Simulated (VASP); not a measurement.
Write the native input for VASP 6.6.1 that does the following.

```yaml
Task: single point
Functional: PBE
Potentials_or_basis: VASP PAW PBE potentials, release 64 (La)
Cutoff: 520 eV
k_mesh: 13 × 13 × 13
Occupations: fermi-dirac, width 0.08 eV
Spin: no spin polarisation
Dipole_correction: no
Further_INCAR_settings: ALGO = Normal; EDIFF = 1e-06; NBANDS = 12
```

The structure of La lies in POSCAR:

```
La
1.0
   -1.9296393454      1.9296393454      1.9296393454
    1.9296393454     -1.9296393454      1.9296393454
    1.9296393454      1.9296393454     -1.9296393454
La
1
Direct
    0.0000000000      0.0000000000      0.0000000000
```

This isn't the form of La at room conditions, which is double hcp.

One way to write it, as run:

INCAR

```
SYSTEM = La
  PREC = Accurate
  ENCUT = 520
  EDIFF = 1E-6
  ISMEAR = -1
  SIGMA = 0.08
  LREAL = .False.
  LASPH = .True.
  NELM = 80
  ALGO = Normal
  ISIF = 2
  LWAVE = .False.
  LCHARG = .False.
  GGA = PE
  NBANDS = 12
```

KPOINTS

```
Automatic mesh
0
Gamma
  13 13 13
  0 0 0
```

Potentials or basis: VASP PAW PBE potentials, release 64 (La).

The run is started by

```sh
$ cat potpaw_PBE.64/La/POTCAR > POTCAR
$ mpirun -np 1 vasp_std > vasp.out
```

It gave:

- Pressure: 10.2 GPa
- Band gap on the k mesh: zero (an odd number of electrons rules out a gap without spin polarisation)

Caveat: the cell stands under pressure; spin-orbit coupling is left out, which moves the levels of the heavy elements.

Run time: 84 s on 1 thread of Intel Xeon 8259CL, on a shared host, peak memory 0.19 GiB.
